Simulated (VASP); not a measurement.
**BN: elastic constants with PBE+D3(BJ)**

Crystal: BN.

```
B N
1.0
     0.00000    3.33648    2.16881
     1.25384    0.00000    2.16881
     1.25384    3.33648    0.00000
B N
1 1
Direct
  0.00011 0.00011 0.99989
  0.66659 0.66659 0.33341
```

- Program: VASP 6.6.1
- Task: elastic constants
- Functional: PBE
- Dispersion: D3(BJ)
- Potentials or basis: VASP PAW PBE potentials, release 64 (B, N)
- Cutoff: 600 eV
- k mesh: 12 × 12 × 12
- Occupations: gaussian, width 0.01 eV
- Spin: no spin polarisation
- Dipole correction: no
- Ions in elastic constants: relaxed
- Further INCAR settings: ALGO = Normal; EDIFF = 1e-08; IBRION = 6; POTIM = 0.015; NSW = 1; ISIF = 3

```json
{
  "Voigt bulk modulus": "240 GPa",
  "Highest phonon frequency at Γ, LO-TO splitting left out": "1355 cm⁻¹",
  "Dispersion energy per atom": "-0.140 eV"
}
```

Phonon frequencies in cm⁻¹ (negative: imaginary):
```
              q point          frequencies
(0.000, 0.000, 0.000)  0 0 0 752 1354 1355
```

Elastic tensor in Voigt notation (GPa, in the Cartesian axes of the cell as first typed):
```
873   0 198   0   0   0
  0  28  -9   0   0   0
198  -9 879   0   0   0
  0   0   0  -3   0   0
  0   0   0   0 339   0
  0   0   0   0   0   9
```

Clamped-ion elastic tensor (GPa):
```
906   0 165   0   0   0
  0  28  -8   0   0   0
165  -8 911   0   0   0
  0   0   0  -3   0   0
  0   0   0   0 372   0
  0   0   0   0   0   9
```

Wall time 13 min on 1 thread of Intel Xeon 6975P-C (shared host), peak memory 0.33 GiB.

Caveat: the elastic tensor has a negative eigenvalue, so either the cell is unstable as it stands or the mesh is too thin.
